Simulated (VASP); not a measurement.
The system is Y.

```
Y
1.0
     3.64740    0.00000    0.00000
    -1.82370    3.15874    0.00000
     0.00000    0.00000    5.73060
Y
2
Direct
  0.33333 0.66667 0.25000
  0.66667 0.33333 0.75000
```

| Item | Value |
| --- | --- |
| Program | VASP 6.6.1 |
| Task | relaxation of cell and atoms |
| Functional | BLYP |
| Potentials or basis | VASP PAW PBE potentials, release 64 (Y_sv) |
| Cutoff | 600 eV |
| k mesh | 10 × 10 × 6 |
| Occupations | fermi-dirac, width 0.1 eV |
| Spin | no spin polarisation |

At the start: pressure 0.9 GPa; volume 33.01 Å³/atom.

Q: Where does the relaxation end?

A: Over 6 steps the energy falls by 2.3 meV/atom and the volume is 33.74 Å³/atom (+2.2 %); space group P6_3/mmc (No. 194, to 0.1 Å) before and after.

The path:
| step | energy change (eV) | largest force (eV/Å) | pressure (GPa) | volume (Å³) |
| --- | --- | --- | --- | --- |
| 1 | 0.0000 | 0.0000 | 0.87 | 66.02 |
| 2 | -0.0043 | 0.0000 | -0.15 | 67.75 |
| 3 | -0.0043 | 0.0000 | -0.03 | 67.54 |
| 4 | -0.0043 | 0.0000 | -0.01 | 67.51 |
| 5 | -0.0045 | 0.0000 | 0.00 | 67.50 |
| 6 | -0.0045 | 0.0000 | 0.02 | 67.48 |

Final structure:
```yaml
crystal:
  lattice:
    - [3.68421, 0.00000, 0.00000]
    - [-1.84210, 3.19062, 0.00000]
    - [0.00000, 0.00000, 5.74021]
  atoms:
    - { symbol: Y, position: [0.33333, 0.66667, 0.25000] }
    - { symbol: Y, position: [0.66667, 0.33333, 0.75000] }
```

Caveat: the PAW data sets were made with another functional, which shifts forces and pressure a little.
